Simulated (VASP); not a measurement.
Here is a VASP 6.6.1 calculation.

INCAR

```
PREC = Accurate
ENCUT = 520
EDIFF = 1E-7
ISMEAR = 0
SIGMA = 0.05
LREAL = False
LASPH = True
NELM = 80
ALGO = Normal
ISIF = 2
LWAVE = False
LCHARG = True
LELF = True
LVHAR = True
NBANDS = 35
```

Contents of KPOINTS:

```
regular mesh
0
Gamma
  12 12 4
```

The input POSCAR:

```
WS2
1.0
    3.1541676745      0.0000000000      0.0000000000
   -1.5770838372      2.7315893339      0.0000000000
    0.0000000000      0.0000000000     12.2592083320
W S
2 4
Direct
    0.3333333333      0.6666666667      0.2500000000
    0.6666666667      0.3333333333      0.7500000000
    0.3333333333      0.6666666667      0.6420050976
    0.6666666667      0.3333333333      0.1420050976
    0.3333333333      0.6666666667      0.8579949024
    0.6666666667      0.3333333333      0.3579949024
```

Potentials or basis: VASP PAW LDA potentials, release 64 (W_sv, S).

The run is started by

```sh
$ cat potpaw_LDA.64/W_sv/POTCAR potpaw_LDA.64/S/POTCAR > POTCAR
$ mpirun -np 1 vasp_std > vasp.out
```

Task: Predict the largest force.

Result: 6.264 eV/Å.

Task: What does it give for the pressure?

Result: 30.6 GPa.

Task: What does it give for the band gap on the k mesh?

Result: Zero (bands 26 and 27 overlap by 0.88 eV).

Stress tensor (GPa, compression positive):
```
21.51  0.00  0.00
 0.00 21.51  0.00
 0.00  0.00 48.73
```

Caveat: the cell differs from its parent crystal (atoms shifted along a free coordinate); the cell stands under pressure; spin-orbit coupling is left out, which moves the levels of the heavy elements; forces of over 1 eV/Å act on the atoms, so gaps and moduli don't describe the material at rest.
